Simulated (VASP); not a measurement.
# GaSe5 (P6/mmm) in VASP: a series of runs, part 2 of 2

VASP 6.6.1. The steps go on from the part before.

**3. Relaxation of cell and atoms, PBE**

This run uses another cell than the first one, of 40.40 Å³/atom.

Input file INCAR:

```
PREC = Accurate ; ENCUT = 600
EDIFF = 1E-6 ; ISMEAR = 0
SIGMA = 0.1 ; LREAL = False
LASPH = True ; NELM = 80
ALGO = Normal ; ISIF = 3
LWAVE = False ; LCHARG = False
GGA = PE ; IBRION = 2
NSW = 90 ; EDIFFG = -0.04
```

Input file KPOINTS:

```
regular mesh
0
Gamma
  6 6 2
```

Input file POSCAR:

```
GaSe5
1.0
    4.7305972289      0.0000000000      0.0000000000
   -2.3652986144      4.0968173753      0.0000000000
    0.0000000000      0.0000000000     12.5073734211
Ga Se
1 5
Direct
    0.0000000000      0.0000000000      0.0000000000
    0.3333333333      0.6666666667      0.5000000000
    0.6666666667      0.3333333333      0.5000000000
    0.0000000000      0.0000000000      0.5000000000
    0.0000000000      0.0000000000      0.8242230994
    0.0000000000      0.0000000000      0.1757769006
```

Potentials or basis: VASP PAW PBE potentials, release 64 (Ga_d, Se).

On the command line:

```console
$ cat potpaw_PBE.64/Ga_d/POTCAR potpaw_PBE.64/Se/POTCAR > POTCAR
$ mpirun -np 1 vasp_std > vasp.out
```

OUTCAR:

```text
PREC = Accurate
   ENCUT = 600
   EDIFF = 1E-6
   ISMEAR = 0
   LREAL = False
   LASPH = True
   NELM = 80
   ISIF = 3
   GGA = PE
   IBRION = 2
   NSW = 90
   EDIFFG = -0.04

 ion  position               nearest neighbor table
   1  0.000  0.000  0.000-   5 2.20   6 2.20
   2  0.333  0.667  0.500-   4 2.73   3 2.73   3 2.73   4 2.73   4 2.73   3 2.73
   3  0.667  0.333  0.500-   4 2.73   2 2.73   2 2.73   4 2.73   4 2.73   2 2.73
   4  0.000  0.000  0.500-   2 2.73   3 2.73   2 2.73   3 2.73   3 2.73   2 2.73
   5  0.000  0.000  0.824-   1 2.20
   6  0.000  0.000  0.176-   1 2.20

  LATTYP: Found a hexagonal cell.
 ALAT       =     4.7305972289
 C/A-ratio  =     2.6439311605

  Lattice vectors:

 A1 = (   4.7305972289,   0.0000000000,   0.0000000000)
 A2 = (  -2.3652986144,   4.0968173753,   0.0000000000)
 A3 = (   0.0000000000,   0.0000000000,  12.5073734211)

Analysis of symmetry for initial positions (statically):
=====================================================================
 Subroutine PRICEL returns:
 Original cell was already a primitive cell.

 Routine SETGRP: Setting up the symmetry group for a
 hexagonal supercell.

 Subroutine GETGRP returns: Found 24 space group operations
 (whereof 24 operations were pure point group operations)
 out of a pool of 24 trial point group operations.

The static configuration has the point symmetry D_6h.

Analysis of symmetry for dynamics (positions and initial velocities):
=====================================================================
 Subroutine PRICEL returns:
 Original cell was already a primitive cell.

 Routine SETGRP: Setting up the symmetry group for a
 hexagonal supercell.

 Subroutine GETGRP returns: Found 24 space group operations
[... 177 lines left out ...]
      0.00000      0.00000     10.30887         0.000000     -0.000000     -0.032261
      0.00000      0.00000      2.19851         0.000000      0.000000      0.032261
 -----------------------------------------------------------------------------------
    total drift:                                0.000000     -0.000000     -0.000000

  FREE ENERGIE OF THE ION-ELECTRON SYSTEM (eV)
  ---------------------------------------------------
  free  energy   TOTEN  =       -17.6085589436 eV

  energy  without entropy=      -17.5680094008  energy(sigma->0) =      -17.58828417

--------------------------------------- Ionic step        2  -------------------------------------------

 number of electron      42.9999990 magnetization

 Free energy of the ion-electron system (eV)
  ---------------------------------------------------
  ext. energy  EPLUGINS =         0.00000000
  ---------------------------------------------------
  free energy    TOTEN  =       -17.64156887 eV

  energy without entropy =      -17.59710831  energy(sigma->0) =      -17.61933859

 E-fermi :  -0.9242     XC(G=0):  -6.7980

 val. band max:       -0.9245401378   @ k =   0.1667   0.1667   0.5000
 cond. band min:      -0.9098969276   @ k =   0.1667   0.1667   0.0000
 fundamental gap:      0.0146432102
 Fermi energy:        -0.9241787760

 k-point     1 :       0.0000    0.0000    0.0000
  band No.  band energies     occupation
      1     -16.4953      2.00000
      2     -15.6704      2.00000
      3     -15.2777      2.00000
      4     -15.2777      2.00000
      5     -15.2180      2.00000
      6     -15.2180      2.00000
[... 381 lines left out ...]
     24       1.6023      0.00000
     25       1.6047      0.00000

------------------------ aborting loop because EDIFF is reached ----------------------------------------

  FORCE on cell =-STRESS in cart. coord.  units (eV):
  Direction    XX          YY          ZZ          XY          YZ          ZX
  --------------------------------------------------------------------------------------
  -------------------------------------------------------------------------------------
  Total       -0.0586362     -0.0586362     -0.0685110     -0.0000000      0.0000000     -0.0000000
  in kB       -0.3746516     -0.3746516     -0.4377457     -0.0000000      0.0000000     -0.0000000
  external PRESSURE =      -0.3956829 kB  Pullay stress =       0.0000000 kB

 VOLUME and BASIS-vectors are now :
 -----------------------------------------------------------------------------
  energy-cutoff  :      600.00
  volume of cell :      250.75
      direct lattice vectors                 reciprocal lattice vectors
     4.810035562  0.000000000 -0.000000000     0.207898671  0.120030354  0.000000000
    -2.405017781  4.165612989  0.000000000    -0.000000000  0.240060707 -0.000000000
    -0.000000000  0.000000000 12.514739976     0.000000000 -0.000000000  0.079905775

 POSITION                                       TOTAL-FORCE (eV/Angst)
 -----------------------------------------------------------------------------------
     -0.00000      0.00000     12.51474        -0.000000      0.000000      0.000000
     -0.00000      2.77708      6.25737        -0.000000      0.000000      0.000000
      2.40502      1.38854      6.25737        -0.000000     -0.000000      0.000000
     -0.00000      0.00000      6.25737        -0.000000      0.000000      0.000000
     -2.40502      4.16561     10.31338         0.000000      0.000000      0.004470
     -0.00000      0.00000      2.20136         0.000000     -0.000000     -0.004470
 -----------------------------------------------------------------------------------
    total drift:                                0.000000     -0.000000      0.000000

  FREE ENERGIE OF THE ION-ELECTRON SYSTEM (eV)
  ---------------------------------------------------
  free  energy   TOTEN  =       -17.6415688697 eV

  energy  without entropy=      -17.5971083122  energy(sigma->0) =      -17.61933859

 reached required accuracy - stopping structural energy minimisation
```

CONTCAR:

```text
GaSe5
   1.00000000000000
     4.8100355616461643    0.0000000000009695   -0.0000000000000000
    -2.4050177807714030    4.1656129894919918    0.0000000000000000
    -0.0000000000000000    0.0000000000000000   12.5147399763639982
  Ga              Se
     1     5
Direct
     0.0000000000000000    0.0000000000000000    1.0000000000000000
     0.3333333332999970    0.6666666667000030    0.5000000000000000
     0.6666666667000030    0.3333333332999970    0.5000000000000000
     0.0000000000000000    0.0000000000000000    0.5000000000000000
     0.0000000000000000    1.0000000000000000    0.8240986650946276
     0.0000000000000000    0.0000000000000000    0.1759013349053724

  0.00000000E+00  0.00000000E+00  0.00000000E+00
  0.00000000E+00  0.00000000E+00  0.00000000E+00
  0.00000000E+00  0.00000000E+00  0.00000000E+00
  0.00000000E+00  0.00000000E+00  0.00000000E+00
  0.00000000E+00  0.00000000E+00  0.00000000E+00
  0.00000000E+00  0.00000000E+00  0.00000000E+00
```

It took 7.6 min on 1 thread of Intel Xeon 8259CL, shared host; peak memory 0.47 GiB.

Results:

| Property | Result |
| --- | --- |
| Free energy | -17.6416 eV |
| Relaxed volume | 41.79 Å³/atom |
| Relaxed cell | a = 4.810 Å, b = 4.810 Å, c = 12.515 Å, α = 90.00°, β = 90.00°, γ = 120.00° |
| Space group after relaxing (to 0.1 Å) | P6/mmm (No. 191) |
| Energy gained by relaxing | 5.5 meV/atom |
| Ionic steps | 2 |
| Pressure after relaxing | 0.0 GPa |
| Largest force after relaxing | 0.004 eV/Å |
| Band gap on the k mesh | zero (an odd number of electrons rules out a gap without spin polarisation) |

Forces on the atoms (eV/Å):
```
Ga   0.000  0.000  0.000
Se   0.000  0.000  0.000
Se   0.000  0.000  0.000
Se   0.000  0.000  0.000
Se   0.000  0.000  0.004
Se   0.000  0.000 -0.004
```

Step by step:
| step | energy change (eV) | largest force (eV/Å) | pressure (GPa) | volume (Å³) |
| --- | --- | --- | --- | --- |
| 1 | 0.0000 | 0.0323 | 0.94 | 242.40 |
| 2 | -0.0330 | 0.0045 | -0.04 | 250.75 |

Final structure:
```cif
data_structure
_symmetry_space_group_name_H-M 'P 1'
_symmetry_Int_Tables_number 1
_cell_length_a 4.8100
_cell_length_b 4.8100
_cell_length_c 12.5147
_cell_angle_alpha 90.000
_cell_angle_beta 90.000
_cell_angle_gamma 120.000
_cell_volume 250.75
loop_
_atom_site_label
_atom_site_type_symbol
_atom_site_fract_x
_atom_site_fract_y
_atom_site_fract_z
_atom_site_occupancy
Ga1 Ga 0.00000 0.00000 0.00000 1
Se1 Se 0.33333 0.66667 0.50000 1
Se2 Se 0.66667 0.33333 0.50000 1
Se3 Se 0.00000 0.00000 0.50000 1
Se4 Se 0.00000 0.00000 0.82410 1
Se5 Se 0.00000 0.00000 0.17590 1
```

Levels at points of the mesh, in eV from the Fermi level:
```csv
k point,band 18,band 19,band 20,band 21,band 22,band 23,band 24,band 25
"(0.00, 0.00, 0.00)",-0.41,-0.41,0.15,0.15,0.43,0.45,2.54,4.95
"(0.50, 0.00, 0.00)",-1.35,-0.62,-0.58,-0.20,-0.02,1.13,1.14,1.94
"(0.00, 0.00, 0.50)",-0.41,-0.41,0.15,0.15,0.40,0.45,2.83,4.84
"(0.50, 0.00, 0.50)",-1.31,-0.62,-0.62,-0.22,-0.02,1.13,1.14,1.94
```

Caveat: this functional lacks dispersion, which binds layers or chains, so the pressure and a relaxed spacing across them are unreliable; an odd number of electrons without spin polarisation forces a metal; a magnetic or distorted state may lie lower.

**4. Single point, PBE**

This run uses another cell than the first one, of 41.20 Å³/atom.

Input file INCAR:

```
ALGO = Normal ; EDIFF = 1E-6
ENCUT = 520 ; GGA = PE
ISIF = 2 ; ISMEAR = 0
LASPH = T ; LCHARG = T
LELF = T ; LREAL = F
LVHAR = T ; LWAVE = F
NBANDS = 30 ; NELM = 100
PREC = Accurate ; SIGMA = 0.1
```

Input file KPOINTS:

```
k-points
0
Gamma
  12 12 4
```

Input file POSCAR:

```
GaSe5
1.0
    4.8064807909      0.0000000000      0.0000000000
   -2.4032403955      4.1625344677      0.0000000000
    0.0000000000      0.0000000000     12.3541148834
Ga Se
1 5
Direct
    0.0000000000      0.0000000000      0.0000000000
    0.3333333333      0.6666666667      0.5000000000
    0.6666666667      0.3333333333      0.5000000000
    0.0000000000      0.0000000000      0.5000000000
    0.0000000000      0.0000000000      0.8219191676
    0.0000000000      0.0000000000      0.1780808324
```

Potentials or basis: VASP PAW PBE potentials, release 64 (Ga_d, Se).

On the command line:

```console
$ cat potpaw_PBE.64/Ga_d/POTCAR potpaw_PBE.64/Se/POTCAR > POTCAR
$ mpirun -np 1 vasp_std > vasp.out
```

OUTCAR:

```text
EDIFF = 1E-6
   ENCUT = 520
   GGA = PE
   ISIF = 2
   ISMEAR = 0
   LASPH = T
   LREAL = F
   NELM = 100
   PREC = Accurate

 ion  position               nearest neighbor table
   1  0.000  0.000  0.000-   5 2.20   6 2.20
   2  0.333  0.667  0.500-   3 2.78   3 2.78   4 2.78   4 2.78   4 2.78   3 2.78
   3  0.667  0.333  0.500-   2 2.78   2 2.78   4 2.78   4 2.78   4 2.78   2 2.78
   4  0.000  0.000  0.500-   2 2.78   3 2.78   3 2.78   2 2.78   3 2.78   2 2.78
   5  0.000  0.000  0.822-   1 2.20
   6  0.000  0.000  0.178-   1 2.20

  LATTYP: Found a hexagonal cell.
 ALAT       =     4.8064807909
 C/A-ratio  =     2.5703036007

  Lattice vectors:

 A1 = (   4.8064807909,   0.0000000000,   0.0000000000)
 A2 = (  -2.4032403955,   4.1625344677,   0.0000000000)
 A3 = (   0.0000000000,   0.0000000000,  12.3541148834)

Analysis of symmetry for initial positions (statically):
=====================================================================
 Subroutine PRICEL returns:
 Original cell was already a primitive cell.

 Routine SETGRP: Setting up the symmetry group for a
 hexagonal supercell.

 Subroutine GETGRP returns: Found 24 space group operations
 (whereof 24 operations were pure point group operations)
 out of a pool of 24 trial point group operations.

The static configuration has the point symmetry D_6h.

Analysis of symmetry for dynamics (positions and initial velocities):
=====================================================================
 Subroutine PRICEL returns:
 Original cell was already a primitive cell.

 Routine SETGRP: Setting up the symmetry group for a
 hexagonal supercell.

 Subroutine GETGRP returns: Found 24 space group operations
 (whereof 24 operations were pure point group operations)
[... 129 lines left out ...]
     AMIX     =   0.40;   BMIX     =  1.00
     AMIX_MAG =   1.60;   BMIX_MAG =  1.00
  volume/ion in A,a.u.               =      41.20       278.00
  Fermi-wavevector in a.u.,A,eV,Ry     =   0.913900  1.727021 11.363770  0.835214
  Thomas-Fermi vector in A             =   2.038465
   LORBIT       =      0    0 simple, 1 ext, 2 COOP (PROOUT), +10 PAW based schemes
   GGA     = PE    functional components
   LHFCALC =     F    Hartree Fock is set to
   AEXX    =    0.0000 exact exchange contribution
   IVDW    =     0    specifies the selected vdW correction
   LEPSILON=     F    determine dielectric tensor
   LRPA    =     F    only Hartree local field effects (RPA)
 non-spin polarized calculation
 Gauss-broadening in eV      SIGMA  =   0.10
  energy-cutoff  :      520.00
  volume of cell :      247.17
 maximum number of plane-waves:      6699
 NGX is ok and might be reduce to    36
   NGX = 17   NGY = 17   NGZ = 45

 number of electron      42.9999996 magnetization

 Free energy of the ion-electron system (eV)
  ---------------------------------------------------
  ext. energy  EPLUGINS =         0.00000000
  ---------------------------------------------------
  free energy    TOTEN  =       -17.47476216 eV

  energy without entropy =      -17.42091638  energy(sigma->0) =      -17.44783927

 E-fermi :  -0.8471     XC(G=0):  -6.8601

 val. band max:       -0.8522555523   @ k =   0.1667   0.1667   0.5000
 cond. band min:      -0.8429430974   @ k =   0.1667   0.1667   0.2500
 fundamental gap:      0.0093124549
 Fermi energy:        -0.8470653353

 k-point     1 :       0.0000    0.0000    0.0000
  band No.  band energies     occupation
      1     -16.4493      2.00000
      2     -15.5972      2.00000
      3     -15.2003      2.00000
      4     -15.2003      2.00000
      5     -15.1415      2.00000
      6     -15.1415      2.00000
[... 781 lines left out ...]
     29       5.3378      0.00000
     30       5.6279      0.00000

 [... further k-points ...]

------------------------ aborting loop because EDIFF is reached ----------------------------------------

  FORCE on cell =-STRESS in cart. coord.  units (eV):
  Direction    XX          YY          ZZ          XY          YZ          ZX
  --------------------------------------------------------------------------------------
  -------------------------------------------------------------------------------------
  Total       -0.0166145     -0.0166145      0.0840416      0.0000000      0.0000000      0.0000000
  in kB       -0.1076966     -0.1076966      0.5447638      0.0000000      0.0000000      0.0000000
  external PRESSURE =       0.1097902 kB  Pullay stress =       0.0000000 kB

 VOLUME and BASIS-vectors are now :
 -----------------------------------------------------------------------------
  energy-cutoff  :      520.00
  volume of cell :      247.17
      direct lattice vectors                 reciprocal lattice vectors
     4.806480791  0.000000000  0.000000000     0.208052428  0.120119125  0.000000000
    -2.403240396  4.162534468  0.000000000     0.000000000  0.240238251  0.000000000
     0.000000000  0.000000000 12.354114883     0.000000000  0.000000000  0.080944690

 POSITION                                       TOTAL-FORCE (eV/Angst)
 -----------------------------------------------------------------------------------
      0.00000      0.00000      0.00000        -0.000000     -0.000000      0.000000
     -0.00000      2.77502      6.17706         0.000000      0.000000      0.000000
      2.40324      1.38751      6.17706        -0.000000      0.000000      0.000000
      0.00000      0.00000      6.17706        -0.000000     -0.000000      0.000000
      0.00000      0.00000     10.15408         0.000000      0.000000     -0.022155
      0.00000      0.00000      2.20003        -0.000000     -0.000000      0.022155
 -----------------------------------------------------------------------------------
    total drift:                                0.000000     -0.000000      0.000000

  FREE ENERGIE OF THE ION-ELECTRON SYSTEM (eV)
  ---------------------------------------------------
  free  energy   TOTEN  =       -17.4747621612 eV

  energy  without entropy=      -17.4209163809  energy(sigma->0) =      -17.44783927
```

It took 16 min on 1 thread of Intel Xeon 8259CL, shared host; peak memory 0.58 GiB.

Results:

| Quantity | Value |
| --- | --- |
| Free energy | -17.4748 eV |
| Pressure | 0.0 GPa |
| Largest force | 0.022 eV/Å |
| Band gap on the k mesh | zero (an odd number of electrons rules out a gap without spin polarisation) |

Forces in eV/Å, atoms in the order of the input:
```
Ga   0.000  0.000  0.000
Se   0.000  0.000  0.000
Se   0.000  0.000  0.000
Se   0.000  0.000  0.000
Se   0.000  0.000 -0.022
Se   0.000  0.000  0.022
```

Levels at points of the mesh, in eV from the Fermi level:
```
           k point  band 18  band 19  band 20  band 21  band 22  band 23  band 24  band 25  band 26  band 27
(0.00, 0.00, 0.00)    -0.42    -0.42     0.14     0.14     0.43     0.45     2.53     4.95     4.95     5.13
(0.50, 0.00, 0.00)    -1.36    -0.62    -0.58    -0.20    -0.03     1.12     1.12     1.93     3.20     3.28
(0.00, 0.00, 0.50)    -0.42    -0.42     0.15     0.15     0.39     0.45     2.86     4.88     4.94     4.94
(0.50, 0.00, 0.50)    -1.32    -0.63    -0.63    -0.23    -0.02     1.12     1.12     1.93     3.25     3.52
```

Caveat: this functional lacks dispersion, which binds layers or chains, so the pressure and a relaxed spacing across them are unreliable; an odd number of electrons without spin polarisation forces a metal; a magnetic or distorted state may lie lower.

**5. Overview**

| task | cell | k mesh | cutoff (eV) | gap on the mesh (eV) | pressure (GPa) | largest force (eV/Å) |
| --- | --- | --- | --- | --- | --- | --- |
| single point | a = 4.828, b = 4.828, c = 12.490 Å, angles 90.0, 90.0, 120.0°, 6 atoms, atomic positions A | 6 × 6 × 2 | 520 | none | -0.2 | 0.03 |
| relaxation of cell and atoms | relaxed from a = 4.731, b = 4.731, c = 12.507 Å, angles 90.0, 90.0, 120.0°, 6 atoms, atomic positions B | 6 × 6 × 2 | 600 | none | 0.0 | - |
| single point | a = 4.806, b = 4.806, c = 12.354 Å, angles 90.0, 90.0, 120.0°, 6 atoms, atomic positions C | 12 × 12 × 4 | 520 | none | 0.0 | 0.02 |

Alike in all rows: level PBE; potentials or basis VASP PAW PBE potentials, release 64 (Ga_d, Se); no spin polarisation; smearing gaussian 0.1 eV.

Caveats: this functional lacks dispersion, which binds layers or chains, so the pressure and a relaxed spacing across them are unreliable; an odd number of electrons without spin polarisation forces a metal; a magnetic or distorted state may lie lower.

Total energies depend on the potentials used, so only differences within one code and one set of settings carry meaning.
